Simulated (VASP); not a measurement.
# Be (P1) in VASP: further runs, part 2 of 3

VASP 6.6.1.

## (3) Single point, PBEsol

Contents of INCAR:

```
PREC     = Accurate       # precision mode
ENCUT    = 520            # plane-wave cutoff, eV
EDIFF    = 1E-6           # SCF threshold, eV
ISMEAR   = -1             # smearing method
SIGMA    = 0.17           # smearing width, eV
LREAL    = Auto         
LASPH    = True           # aspherical terms in the spheres
NELM     = 100            # most SCF steps
ALGO     = Normal         # electronic algorithm
ISIF     = 2              # what is computed and relaxed
LWAVE    = False          # write WAVECAR
LCHARG   = False          # write CHGCAR
GGA      = PS             # functional
NBANDS   = 60             # bands
```

Contents of KPOINTS:

```
Automatic mesh
0
Gamma
  2 2 2
```

Contents of POSCAR:

```
Be
1.0
    6.8700000000      0.0000000000      0.0000000000
   -3.4350000000      5.9495950000      0.0000000000
    0.0000000000      0.0000000000      7.1768600000
Be
36
Direct
   -0.0269948981     -0.0412969286     -0.0162048584
    0.0908164719      0.1973243557      0.2052150941
   -0.0125296430     -0.0581888347      0.4702195668
    0.1237490143      0.2095940984      0.7281875361
    0.0285815146      0.3470320249     -0.0165671338
    0.1483760922      0.5681058963      0.2419581823
   -0.0438739435      0.3304762761      0.4808091561
    0.1695057871      0.5860566980      0.7296505714
   -0.0118582164      0.6732559107     -0.0155778432
    0.1337300412      0.8802111740      0.2104262867
   -0.0002401484      0.6599272724      0.5023924112
    0.1050045179      0.8688154404      0.7165668551
    0.3176626453      0.0514824959      0.0003622754
    0.4712012244      0.2309905128      0.2638619118
    0.3612925071      0.0403724959      0.4976828307
    0.4367638497      0.2127707852      0.7433195018
    0.3233034596      0.3672182728     -0.0537839668
    0.4461890249      0.5884770308      0.2159858211
    0.3194593419      0.3908837492      0.4807534214
    0.4906662836      0.5828463954      0.7233386188
    0.3864287972      0.7175446396     -0.0250109379
    0.4470897179      0.8833206294      0.2684182219
    0.3658874734      0.6874081345      0.4812689672
    0.4590389590      0.9147009166      0.7741129129
    0.7005491563      0.0255815732     -0.0053644630
    0.7995500461      0.2350244008      0.2596818107
    0.7104717724     -0.0065382602      0.4831500127
    0.7825643943      0.2141826460      0.7397246149
    0.6966503698      0.3812192258      0.0124567011
    0.8133360706      0.5613155181      0.2404115449
    0.6730220224      0.3419392412      0.5072831294
    0.7918856714      0.5708455786      0.7839918850
    0.6593765767      0.6423630516      0.0330088646
    0.8114498520      0.9031034886      0.2506388588
    0.6651916797      0.6664823404      0.4791928504
    0.8024728459      0.8868670893      0.7283268728
```

Potentials or basis: VASP PAW PBE potentials, release 64 (Be).

Run with:

```console
cat potpaw_PBE.64/Be/POTCAR > POTCAR
mpirun -np 1 vasp_std > vasp.out
```

OUTCAR:

```text
PREC = Accurate
   ENCUT = 520
   EDIFF = 1E-6
   ISMEAR = -1
   LREAL = Auto
   LASPH = True
   NELM = 100
   ISIF = 2
   GGA = PS

 ion  position               nearest neighbor table
   1  0.973  0.959  0.984-   9 2.02  36 2.10  13 2.13   2 2.13  25 2.14  34 2.15  10 2.18  33 2.19
                            12 2.33   4 2.37
   2  0.091  0.197  0.205-  34 2.00   5 2.05   1 2.13  26 2.18  10 2.34  17 2.35
   3  0.987  0.942  0.470-  34 1.92  11 1.99  35 2.07  27 2.11  12 2.11  36 2.17  10 2.26  15 2.31

   4  0.124  0.210  0.728-  17 2.00  16 2.14  19 2.20  36 2.21  12 2.28   5 2.30  28 2.36   1 2.37
[... 39 lines left out ...]
  29  0.697  0.381  0.012-  33 1.94  30 1.96  32 1.99   9 2.01  14 2.26  26 2.32
  30  0.813  0.561  0.240-  29 1.96  33 2.06   9 2.12  11 2.18  26 2.20  10 2.21   6 2.28  35 2.29
                            14 2.32  31 2.33  34 2.36
  31  0.673  0.342  0.507-   7 1.99  15 2.11  14 2.12  28 2.19  16 2.20  11 2.22  26 2.26  35 2.27
                            30 2.33
  32  0.792  0.571  0.784-   9 1.85  29 1.99  12 2.16  20 2.16  33 2.17  36 2.17  11 2.37
  33  0.659  0.642  0.033-  18 1.86  29 1.94  30 2.06  32 2.17   9 2.19   1 2.19  34 2.21  21 2.22
                            17 2.22
  34  0.811  0.903  0.251-   3 1.92   2 2.00  27 2.02   1 2.15  35 2.17  33 2.21  25 2.30  10 2.31
                            26 2.32  30 2.36  18 2.37
  35  0.665  0.666  0.479-  20 2.04   3 2.07  27 2.11  23 2.13  34 2.17  19 2.17  36 2.23  31 2.27
                            30 2.29  18 2.30  11 2.33
  36  0.802  0.887  0.728-   1 2.10  20 2.12  27 2.12  12 2.14   3 2.17  32 2.17   4 2.21  35 2.23
                            28 2.32

  LATTYP: Found a hexagonal cell.
 ALAT       =     6.8700000000
 C/A-ratio  =     1.0446666667

  Lattice vectors:

 A1 = (   6.8700000000,   0.0000000000,   0.0000000000)
 A2 = (  -3.4350000000,   5.9495950000,   0.0000000000)
 A3 = (   0.0000000000,   0.0000000000,   7.1768600000)

Analysis of symmetry for initial positions (statically):
=====================================================================
 Subroutine PRICEL returns:
 Original cell was already a primitive cell.

 Routine SETGRP: Setting up the symmetry group for a
 hexagonal supercell.

 Subroutine GETGRP returns: Found  1 space group operations
 (whereof  1 operations were pure point group operations)
 out of a pool of 24 trial point group operations.

The static configuration has the point symmetry C_1 .

Analysis of symmetry for dynamics (positions and initial velocities):
=====================================================================
 Subroutine PRICEL returns:
 Original cell was already a primitive cell.

 Routine SETGRP: Setting up the symmetry group for a
 hexagonal supercell.

 Subroutine GETGRP returns: Found  1 space group operations
 (whereof  1 operations were pure point group operations)
 out of a pool of 24 trial point group operations.

The dynamic configuration has the point symmetry C_1 .

 Subroutine INISYM returns: Found  1 space group operations
 (whereof  1 operations are pure point group operations),
 and found     1 'primitive' translations

----------------------------------------------------------------------------------------

                                     Primitive cell

  volume of cell :     293.3449

[... 118 lines left out ...]
  0.500000  0.000000  0.500000      1.000000
  0.000000  0.500000  0.500000      1.000000
  0.500000  0.500000  0.500000      1.000000
   k-points           NKPTS =      8   k-points in BZ     NKDIM =      8   number of bands    NBANDS=     60
   number of dos      NEDOS =    301   number of ions     NIONS =     36
   total plane-waves  NPLWV = 157464
   dimension x,y,z NGX =    54 NGY =   54 NGZ =   54
   dimension x,y,z NGXF=   108 NGYF=  108 NGZF=  108
   ions per type =              36
   NGX,Y,Z   is equivalent  to a cutoff of  13.07, 13.07, 12.51 a.u.
   NGXF,Y,Z  is equivalent  to a cutoff of  26.13, 26.13, 25.02 a.u.
 SYSTEM =  unknown system
   PREC   = accura    normal or accurate (medium, high low for compatibility)
   ISTART =      0    job   : 0-new  1-cont  2-samecut
   ICHARG =      2    charge: 1-file 2-atom 10-const
   ISPIN  =      1    spin polarized calculation?
   LNONCOLLINEAR =      F non collinear calculations
   LSORBIT =      F    spin-orbit coupling
   LASPH  =      T    aspherical Exc in radial PAW
   ENCUT  =  520.0 eV  38.22 Ry    6.18 a.u.  12.77 12.77 13.34*2*pi/ulx,y,z
   NELM   =    100;   NELMIN=  2; NELMDL= -5     # of ELM steps
   EDIFF  = 0.1E-05   stopping-criterion for ELM
   LREAL  =      T    real-space projection
   EDIFFG = 0.1E-04   stopping-criterion for IOM
   NSW    =      0    number of steps for IOM
   IBRION =     -1    ionic relax: 0-MD 1-quasi-New 2-CG
   NFREE  =      0    steps in history (QN), initial steepest desc. (CG)
   ISIF   =      2    stress and relaxation
   ISYM   =      2    0-nonsym 1-usesym 2-fastsym
   POTIM  = 0.5000    time-step for ionic-motion
   TEBEG  =    0.0;   TEEND  =   0.0 temperature during run
   PSTRESS=    0.0 pullay stress
   NELECT =      72.0000    total number of electrons
   NUPDOWN=      -1.0000    fix difference up-down
   EMIN   =  10.00;   EMAX   =-10.00  energy-range for DOS
   EFERMI =   0.00;   METHOD = LEGACY
   ISMEAR =    -1;   SIGMA  =   0.17  broadening in eV -4-tet -1-fermi 0-gaus
   EFERMI_NEDOS =   21; number of points for ismear=-14 and -15
   IALGO  =     38    algorithm
   IMIX   =      4    mixing-type and parameters
     AMIX     =   0.40;   BMIX     =  1.00
     AMIX_MAG =   1.60;   BMIX_MAG =  1.00
  volume/ion in A,a.u.               =       8.15        54.99
  Fermi-wavevector in a.u.,A,eV,Ry     =   1.025005  1.936979 14.294770  1.050636
  Thomas-Fermi vector in A             =   2.158823
   LORBIT       =      0    0 simple, 1 ext, 2 COOP (PROOUT), +10 PAW based schemes
   GGA     = PS    functional components
   LHFCALC =     F    Hartree Fock is set to
   AEXX    =    0.0000 exact exchange contribution
   IVDW    =     0    specifies the selected vdW correction
   LEPSILON=     F    determine dielectric tensor
   LRPA    =     F    only Hartree local field effects (RPA)
 non-spin polarized calculation
  energy-cutoff  :      520.00
  volume of cell :      293.34
 maximum number of plane-waves:      7912
 NGX is ok and might be reduce to    54
   NGX = 25   NGY = 25   NGZ = 27

 number of electron      72.0000000 magnetization

 Free energy of the ion-electron system (eV)
  ---------------------------------------------------
  ext. energy  EPLUGINS =         0.00000000
  ---------------------------------------------------
  free energy    TOTEN  =      -135.22912951 eV

  energy without entropy =     -134.80461603  energy(sigma->0) =     -135.01687277

 E-fermi :   6.3710     XC(G=0): -10.4803

 val. band max:        6.3531839691   @ k =   0.0000   0.0000   0.0000
 cond. band min:       6.4145281408   @ k =   0.5000   0.5000   0.0000
 fundamental gap:      0.0613441717
 Fermi energy:         6.3710048725

 k-point     1 :       0.0000    0.0000    0.0000
  band No.  band energies     occupation
      1      -4.4458      2.00000
      2      -2.3839      2.00000
      3      -2.3068      2.00000
      4      -1.6372      2.00000
      5      -1.4736      2.00000
      6      -1.4017      2.00000
[... 397 lines left out ...]
     47       9.1359      0.00000
     48       9.3290      0.00000
 [bands above 48 left out]

------------------------ aborting loop because EDIFF is reached ----------------------------------------

  FORCE on cell =-STRESS in cart. coord.  units (eV):
  Direction    XX          YY          ZZ          XY          YZ          ZX
  --------------------------------------------------------------------------------------
  -------------------------------------------------------------------------------------
  Total        4.1768610      9.9913340      5.2313608      5.3773094     -3.2278858      1.9143750
  in kB       22.8129785     54.5701871     28.5723946     29.3695298    -17.6299116     10.4558415
  external PRESSURE =      35.3185201 kB  Pullay stress =       0.0000000 kB

 VOLUME and BASIS-vectors are now :
 -----------------------------------------------------------------------------
  energy-cutoff  :      520.00
  volume of cell :      293.34
      direct lattice vectors                 reciprocal lattice vectors
     6.870000000  0.000000000  0.000000000     0.145560408  0.084039334  0.000000000
    -3.435000000  5.949595000  0.000000000     0.000000000  0.168078668  0.000000000
     0.000000000  0.000000000  7.176860000     0.000000000  0.000000000  0.139336702

 POSITION                                       TOTAL-FORCE (eV/Angst)
 -----------------------------------------------------------------------------------
      3.39140      5.70390      7.06056         0.322089      1.164076     -0.381239
     -0.05390      1.17400      1.47280         1.294269      0.902112      1.298288
      3.54880      5.60340      3.37470         0.596367      2.041570      0.653762
      0.13020      1.24700      5.22610        -0.998037     -0.311376     -0.479193
     -0.99570      2.06470      7.05796        -1.739926      0.158552     -0.351713
     -0.93210      3.38000      1.73650        -1.129238     -0.781804     -0.251432
[... 28 lines left out ...]
      2.28050      3.96530      3.43910         0.709628     -0.264812     -0.028439
      2.46660      5.27650      5.22710        -0.715288      0.219880      0.382152
 -----------------------------------------------------------------------------------
    total drift:                               -0.000224      0.000576     -0.000062

  FREE ENERGIE OF THE ION-ELECTRON SYSTEM (eV)
  ---------------------------------------------------
  free  energy   TOTEN  =      -135.2291295105 eV

  energy  without entropy=     -134.8046160252  energy(sigma->0) =     -135.01687277
```

Wall time 11 min (1 thread of Intel Xeon 8259CL, shared host); peak memory 0.42 GiB.

What came out:

* Free energy: -135.2291 eV
* Pressure: 3.5 GPa
* Largest force: 3.533 eV/Å
* Band gap on the k mesh: zero (bands 36 and 37 overlap by 0.83 eV)

Forces on the atoms (eV/Å):
```
Be   0.322  1.164 -0.381
Be   1.294  0.902  1.298
Be   0.596  2.042  0.654
Be  -0.998 -0.311 -0.479
Be  -1.740  0.159 -0.352
Be  -1.129 -0.782 -0.251
Be   2.940  1.115  1.610
Be  -0.624 -1.351  0.500
Be   2.304  0.348  0.987
Be  -0.835  0.398  1.932
Be   0.476 -0.545 -0.864
Be   0.629  1.357  1.440
Be   1.207 -0.425 -0.778
Be  -0.677  0.623 -1.237
Be  -0.318 -1.633  0.039
Be   0.313  1.209  0.317
Be   1.474  0.355  1.701
Be   0.405 -1.267  1.614
Be   1.110 -2.099 -0.357
Be  -1.003 -0.184  0.390
Be  -0.543 -1.710  1.386
Be   0.065  1.848 -1.696
Be  -0.672  0.830  1.010
Be  -0.033  0.670 -2.258
Be  -0.189 -0.135  0.448
Be  -1.165 -0.582 -2.198
Be  -1.453  0.406  0.641
Be  -0.085  0.704  0.193
Be   0.406 -3.445 -0.543
Be  -0.157  0.356  1.856
Be  -0.428  0.211  0.000
Be  -0.533 -0.600 -2.875
Be   0.363  1.672 -2.481
Be  -1.318 -1.254 -1.623
Be   0.710 -0.265 -0.028
Be  -0.715  0.220  0.382
```

Stress tensor (GPa, compression positive):
```
 2.28  2.94  1.05
 2.94  5.46 -1.76
 1.05 -1.76  2.86
```

Levels at points of the mesh, in eV from the Fermi level:
```csv
k point,band 33,band 34,band 35,band 36,band 37,band 38,band 39,band 40
"(0.00, 0.00, 0.00)",-0.40,-0.26,-0.17,-0.02,0.15,0.26,0.52,0.59
"(0.50, 0.00, 0.00)",-0.76,-0.68,-0.47,0.07,0.96,1.08,1.47,1.65
"(0.00, 0.50, 0.00)",-0.88,-0.73,-0.34,0.26,0.84,1.29,1.58,1.66
"(0.50, 0.50, 0.00)",-0.82,-0.66,-0.48,0.04,0.86,0.90,1.16,1.44
"(0.00, 0.00, 0.50)",-1.29,-1.13,-1.01,-0.62,-0.57,-0.26,-0.07,-0.03
"(0.50, 0.00, 0.50)",-1.38,-1.14,-0.86,-0.77,1.19,1.35,1.45,1.70
"(0.00, 0.50, 0.50)",-1.32,-1.20,-0.92,-0.75,1.37,1.50,1.60,1.74
"(0.50, 0.50, 0.50)",-1.48,-1.33,-0.96,-0.84,1.41,1.54,1.70,1.77
```

Caveat: the k points lie up to 0.53 Å⁻¹ apart, too coarse for converged energies and pressures of a metal; the PAW data sets were made with another functional, which shifts forces and pressure a little.

(Continued in part 3 of 3.)

The gap in the log of VASP goes by the Fermi energy; the results here count the filled bands.